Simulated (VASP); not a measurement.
# Mo (I4_1/amd) in VASP: single point with PBE

Aim: the single point of Mo with PBE.

Everything below comes from runs of VASP 6.6.1. Logs are shortened: lines on timing, memory, paths and dates and some standing lists are left out, and cuts for length are marked.

## (1) The cell of the first run

The structure is tetragonal, space group I4_1/amd (No. 141). Conventional cell: a = 4.927 Å, b = 4.927 Å, c = 2.688 Å, α = 90.00°, β = 90.00°, γ = 90.00°. Within 3.4 Å of Mo (site symmetry -4m2) lie 10 Mo at 2.55 to 3.18 Å.

## (2) Single point, PBE

File INCAR:

```
SYSTEM = Mo
  ALGO = Normal
  EDIFF = 1E-6
  ENCUT = 500
  GGA = PE
  GGA_COMPAT = .False.
  ISIF = 2
  ISMEAR = 0
  LASPH = .True.
  LCHARG = .False.
  LREAL = .False.
  LWAVE = .False.
  NBANDS = 21
  NELM = 120
  PREC = Accurate
  SIGMA = 0.1
```

File KPOINTS:

```
k-points
0
Gamma
  8 8 8
  0 0 0
```

File POSCAR:

```
Mo
1.0
   -2.4635824360      2.4635824360      1.3439296952
    2.4635824360     -2.4635824360      1.3439296952
    2.4635824360      2.4635824360     -1.3439296952
Mo
2
Direct
    0.0000000000      0.0000000000      0.0000000000
    0.7500000000      0.2500000000      0.5000000000
```

Potentials or basis: VASP PAW PBE potentials, release 64 (Mo_sv).

Started as:

```bash
$ cat potpaw_PBE.64/Mo_sv/POTCAR > POTCAR
$ mpirun -np 1 vasp_std > vasp.out
```

OUTCAR:

```text
SYSTEM = Mo
   EDIFF = 1E-6
   ENCUT = 500
   GGA = PE
   ISIF = 2
   ISMEAR = 0
   LASPH = .True.
   LREAL = .False.
   NELM = 120
   PREC = Accurate

 ion  position               nearest neighbor table
   1  0.000  0.000  0.000-   2 2.55   2 2.55   2 2.55   2 2.55   2 3.18   2 3.18   2 3.18   2 3.18

   2  0.750  0.250  0.500-   1 2.55   1 2.55   1 2.55   1 2.55   1 3.18   1 3.18   1 3.18   1 3.18

  LATTYP: Found a body centered tetragonal cell.
 ALAT       =     4.9271648720
 C/A-ratio  =     0.5455184594

  Lattice vectors:

 A1 = (  -2.4635824360,   2.4635824360,   1.3439296952)
 A2 = (   2.4635824360,  -2.4635824360,   1.3439296952)
 A3 = (   2.4635824360,   2.4635824360,  -1.3439296952)

Analysis of symmetry for initial positions (statically):
=====================================================================
 Subroutine PRICEL returns:
 Original cell was already a primitive cell.

 Routine SETGRP: Setting up the symmetry group for a
 body centered tetragonal supercell.

 Subroutine GETGRP returns: Found 16 space group operations
 (whereof  8 operations were pure point group operations)
 out of a pool of 16 trial point group operations.

The static configuration has the point symmetry D_2d.
 The point group associated with its full space group is D_4h.

Analysis of symmetry for dynamics (positions and initial velocities):
=====================================================================
 Subroutine PRICEL returns:
 Original cell was already a primitive cell.

 Routine SETGRP: Setting up the symmetry group for a
 body centered tetragonal supercell.

 Subroutine GETGRP returns: Found 16 space group operations
 (whereof  8 operations were pure point group operations)
 out of a pool of 16 trial point group operations.

The dynamic configuration has the point symmetry D_2d.
 The point group associated with its full space group is D_4h.

 Subroutine INISYM returns: Found 16 space group operations
 (whereof  8 operations are pure point group operations),
 and found     1 'primitive' translations

----------------------------------------------------------------------------------------

                                     Primitive cell

  volume of cell :      32.6265

  direct lattice vectors                    reciprocal lattice vectors
    -2.463582436  2.463582436  1.343929695     0.000000000  0.202956472  0.372043271
     2.463582436 -2.463582436  1.343929695     0.202956472  0.000000000  0.372043271
     2.463582436  2.463582436 -1.343929695     0.202956472  0.202956472  0.000000000

  length of vectors
     3.734250107  3.734250107  3.734250107     0.423801280  0.423801280  0.287023795

  position of ions in fractional coordinates (direct lattice)
     0.000000000  0.000000000  0.000000000
     0.750000000  0.250000000  0.500000000

  ion indices of the primitive-cell ions
   primitive index   ion index
                 1           1
                 2           2

----------------------------------------------------------------------------------------

 KPOINTS: k-points

Automatic generation of k-mesh.
 Grid dimensions read from file:
 generate k-points for:    8    8    8

 Generating k-lattice:

  Cartesian coordinates                     Fractional coordinates (reciprocal lattice)
     0.000000000  0.025369559  0.046505409     0.125000000  0.000000000 -0.000000000
     0.025369559  0.000000000  0.046505409     0.000000000  0.125000000 -0.000000000
     0.025369559  0.025369559  0.000000000     0.000000000  0.000000000  0.125000000

  Length of vectors
     0.052975160  0.052975160  0.035877974

  Shift w.r.t. Gamma in fractional coordinates (k-lattice)
     0.000000000  0.000000000  0.000000000

 Subroutine IBZKPT returns following result:
 ===========================================

 Found     59 irreducible k-points:

 Following reciprocal coordinates:
            Coordinates               Weight
  0.000000  0.000000  0.000000      1.000000
  0.125000  0.000000  0.000000      8.000000
  0.250000  0.000000  0.000000      8.000000
  0.375000 -0.000000  0.000000      8.000000
  0.500000  0.000000  0.000000      4.000000
  0.125000  0.125000  0.000000      8.000000
[... 16 lines left out ...]
  0.250000  0.125000  0.125000     16.000000
  0.375000  0.125000  0.125000      8.000000
 [... further k-points ...]
   k-points           NKPTS =     59   k-points in BZ     NKDIM =     59   number of bands    NBANDS=     21
   number of dos      NEDOS =    301   number of ions     NIONS =      2
   total plane-waves  NPLWV =  21952
   dimension x,y,z NGX =    28 NGY =   28 NGZ =   28
   dimension x,y,z NGXF=    56 NGYF=   56 NGZF=   56
   ions per type =               2
   NGX,Y,Z   is equivalent  to a cutoff of  12.47, 12.47, 12.47 a.u.
   NGXF,Y,Z  is equivalent  to a cutoff of  24.93, 24.93, 24.93 a.u.
 SYSTEM =  Mo
   PREC   = accura    normal or accurate (medium, high low for compatibility)
   ISTART =      0    job   : 0-new  1-cont  2-samecut
   ICHARG =      2    charge: 1-file 2-atom 10-const
   ISPIN  =      1    spin polarized calculation?
   LNONCOLLINEAR =      F non collinear calculations
   LSORBIT =      F    spin-orbit coupling
   LASPH  =      T    aspherical Exc in radial PAW
   ENCUT  =  500.0 eV  36.75 Ry    6.06 a.u.   6.81  6.81  6.81*2*pi/ulx,y,z
   NELM   =    120;   NELMIN=  2; NELMDL= -5     # of ELM steps
   EDIFF  = 0.1E-05   stopping-criterion for ELM
   LREAL  =      F    real-space projection
   EDIFFG = 0.1E-04   stopping-criterion for IOM
   NSW    =      0    number of steps for IOM
   IBRION =     -1    ionic relax: 0-MD 1-quasi-New 2-CG
   NFREE  =      0    steps in history (QN), initial steepest desc. (CG)
   ISIF   =      2    stress and relaxation
   ISYM   =      2    0-nonsym 1-usesym 2-fastsym
   POTIM  = 0.5000    time-step for ionic-motion
   TEBEG  =    0.0;   TEEND  =   0.0 temperature during run
   PSTRESS=    0.0 pullay stress
   NELECT =      28.0000    total number of electrons
   NUPDOWN=      -1.0000    fix difference up-down
   EMIN   =  10.00;   EMAX   =-10.00  energy-range for DOS
   EFERMI =   0.00;   METHOD = LEGACY
   ISMEAR =     0;   SIGMA  =   0.10  broadening in eV -4-tet -1-fermi 0-gaus
   EFERMI_NEDOS =   21; number of points for ismear=-14 and -15
   IALGO  =     38    algorithm
   IMIX   =      4    mixing-type and parameters
     AMIX     =   0.40;   BMIX     =  1.00
     AMIX_MAG =   1.60;   BMIX_MAG =  1.00
  volume/ion in A,a.u.               =      16.31       110.09
  Fermi-wavevector in a.u.,A,eV,Ry     =   1.555741  2.939924 32.930584  2.420330
  Thomas-Fermi vector in A             =   2.659638
   LORBIT       =      0    0 simple, 1 ext, 2 COOP (PROOUT), +10 PAW based schemes
   GGA     = PE    functional components
   LHFCALC =     F    Hartree Fock is set to
   AEXX    =    0.0000 exact exchange contribution
   IVDW    =     0    specifies the selected vdW correction
   LEPSILON=     F    determine dielectric tensor
   LRPA    =     F    only Hartree local field effects (RPA)
 non-spin polarized calculation
 Gauss-broadening in eV      SIGMA  =   0.10
  energy-cutoff  :      500.00
  volume of cell :       32.63
 maximum number of plane-waves:       842
   NGX = 13   NGY = 13   NGZ = 13

 number of electron      28.0000001 magnetization

 Free energy of the ion-electron system (eV)
  ---------------------------------------------------
  ext. energy  EPLUGINS =         0.00000000
  ---------------------------------------------------
  free energy    TOTEN  =       -20.12783819 eV

  energy without entropy =      -20.11725485  energy(sigma->0) =      -20.12254652

 E-fermi :  11.9178     XC(G=0): -13.0471

 val. band max:       11.9152363749   @ k =  -0.2500  -0.2500   0.2500
 cond. band min:      11.9195298125   @ k =  -0.1250   0.3750   0.1250
 fundamental gap:      0.0042934376
 Fermi energy:        11.9178260118

 k-point     1 :       0.0000    0.0000    0.0000
  band No.  band energies     occupation
      1     -49.2446      2.00000
      2     -48.7442      2.00000
      3     -23.8237      2.00000
      4     -23.8237      2.00000
      5     -22.5341      2.00000
      6     -22.5146      2.00000
[... 13 lines left out ...]
     20      18.6943      0.00000
     21      18.6943      0.00000

 k-point     2 :       0.1250    0.0000    0.0000
  band No.  band energies     occupation
      1     -49.2087      2.00000
      2     -48.7409      2.00000
      3     -23.8086      2.00000
      4     -23.7480      2.00000
      5     -22.7170      2.00000
      6     -22.6874      2.00000
[... 13 lines left out ...]
     20      19.9223      0.00000
     21      20.4115      0.00000

 k-point     3 :       0.2500    0.0000    0.0000
  band No.  band energies     occupation
      1     -49.1175      2.00000
      2     -48.7369      2.00000
      3     -23.7715      2.00000
      4     -23.5907      2.00000
      5     -23.1429      2.00000
      6     -23.0283      2.00000
[... 13 lines left out ...]
     20      21.9298      0.00000
     21      22.0261      0.00000

 k-point     4 :       0.3750   -0.0000    0.0000
  band No.  band energies     occupation
      1     -49.0155      2.00000
      2     -48.7423      2.00000
      3     -23.7332      2.00000
      4     -23.6763      2.00000
      5     -23.5038      2.00000
      6     -23.1115      2.00000
[... 13 lines left out ...]
     20      21.5829      0.00000
     21      21.9194      0.00000

 k-point     5 :       0.5000    0.0000    0.0000
  band No.  band energies     occupation
      1     -48.9667      2.00000
      2     -48.7507      2.00000
      3     -23.8159      2.00000
      4     -23.7169      2.00000
      5     -23.6373      2.00000
      6     -22.9912      2.00000
[... 13 lines left out ...]
     20      20.5795      0.00000
     21      21.4090      0.00000

 k-point     6 :       0.1250    0.1250    0.0000
  band No.  band energies     occupation
      1     -49.1328      2.00000
      2     -48.7215      2.00000
      3     -23.7165      2.00000
      4     -23.7022      2.00000
      5     -23.1012      2.00000
      6     -23.0665      2.00000
[... 13 lines left out ...]
     20      21.6066      0.00000
     21      23.2352      0.00000

 k-point     7 :       0.2500    0.1250    0.0000
  band No.  band energies     occupation
      1     -49.0352      2.00000
      2     -48.7225      2.00000
      3     -23.7545      2.00000
      4     -23.6366      2.00000
      5     -23.4462      2.00000
      6     -23.3037      2.00000
[... 13 lines left out ...]
     20      21.5325      0.00000
     21      23.1415      0.00000
[... 291 lines left out ...]
      1     -49.0908      2.00000
      2     -48.8993      2.00000
      3     -23.4647      2.00000
      4     -23.4542      2.00000
      5     -22.9915      2.00000
      6     -22.9169      2.00000
[... 13 lines left out ...]
     20      15.0733      0.00000
     21      24.0340      0.00000

 k-point    21 :       0.5000    0.5000    0.0000
  band No.  band energies     occupation
      1     -48.9952      2.00000
      2     -48.9952      2.00000
      3     -23.2330      2.00000
      4     -23.2330      2.00000
      5     -23.1973      2.00000
      6     -23.1973      2.00000
[... 13 lines left out ...]
     20      14.9318      0.00000
     21      24.4950      0.00000

 k-point    22 :       0.1250    0.1250    0.1250
  band No.  band energies     occupation
      1     -49.0850      2.00000
      2     -48.7701      2.00000
      3     -23.6435      2.00000
      4     -23.5885      2.00000
      5     -23.1284      2.00000
      6     -23.0473      2.00000
[... 13 lines left out ...]
     20      19.4171      0.00000
     21      24.2175      0.00000

 k-point    23 :       0.2500    0.1250    0.1250
  band No.  band energies     occupation
      1     -48.9851      2.00000
      2     -48.7737      2.00000
      3     -23.7700      2.00000
      4     -23.5850      2.00000
      5     -23.4063      2.00000
      6     -23.1134      2.00000
[... 13 lines left out ...]
     20      19.4767      0.00000
     21      22.7161      0.00000

 k-point    24 :       0.3750    0.1250    0.1250
  band No.  band energies     occupation
      1     -48.9356      2.00000
      2     -48.7829      2.00000
      3     -23.8834      2.00000
      4     -23.6955      2.00000
      5     -23.4362      2.00000
      6     -22.9583      2.00000
[... 13 lines left out ...]
     20      20.1078      0.00000
     21      20.5822      0.00000

 [... further k-points ...]
[... 5 lines left out ...]
  --------------------------------------------------------------------------------------
  -------------------------------------------------------------------------------------
  Total        2.0865028      2.0865028      1.0196385      0.0000000      0.0000000      0.0000000
  in kB      102.4610513    102.4610513     50.0709750      0.0000000      0.0000000      0.0000000
  external PRESSURE =      84.9976925 kB  Pullay stress =       0.0000000 kB

 VOLUME and BASIS-vectors are now :
 -----------------------------------------------------------------------------
  energy-cutoff  :      500.00
  volume of cell :       32.63
      direct lattice vectors                 reciprocal lattice vectors
    -2.463582436  2.463582436  1.343929695     0.000000000  0.202956472  0.372043271
     2.463582436 -2.463582436  1.343929695     0.202956472  0.000000000  0.372043271
     2.463582436  2.463582436 -1.343929695     0.202956472  0.202956472  0.000000000

 POSITION                                       TOTAL-FORCE (eV/Angst)
 -----------------------------------------------------------------------------------
      0.00000      0.00000      0.00000        -0.000000     -0.000000      0.000000
     -0.00000      2.46358      0.67196         0.000000      0.000000     -0.000000
 -----------------------------------------------------------------------------------
    total drift:                               -0.000000      0.000000      0.000000

  FREE ENERGIE OF THE ION-ELECTRON SYSTEM (eV)
  ---------------------------------------------------
  free  energy   TOTEN  =       -20.1278381926 eV

  energy  without entropy=      -20.1172548543  energy(sigma->0) =      -20.12254652
```

It took 26 s on 1 thread of Intel Xeon Platinum 8559C (Emerald Rapids), shared host; peak memory 0.17 GiB.

Results:

```yaml
Free_energy: -20.1278 eV
Pressure: 8.5 GPa
Band_gap_on_the_k_mesh: zero (band 14 reaches 13.39 eV, above the bottom of band 15 at 11.46 eV)
```

Stress tensor (GPa, compression positive):
```
10.25  0.00  0.00
 0.00 10.25  0.00
 0.00  0.00  5.01
```

Levels at points of the mesh, in eV from the Fermi level:
```tsv
k point	band 11	band 12	band 13	band 14	band 15	band 16	band 17	band 18
(0.00, 0.00, 0.00)	-3.88	-3.23	-2.54	1.38	1.38	1.43	1.43	4.18
(0.50, 0.00, 0.00)	-3.25	-2.45	-0.72	-0.22	0.57	1.56	3.10	3.13
(0.50, 0.50, 0.00)	-2.84	-2.84	-1.34	-1.34	0.75	0.75	2.59	2.59
(0.50, 0.50, 0.50)	-2.44	-2.44	0.27	0.27	0.75	0.75	1.97	1.97
```
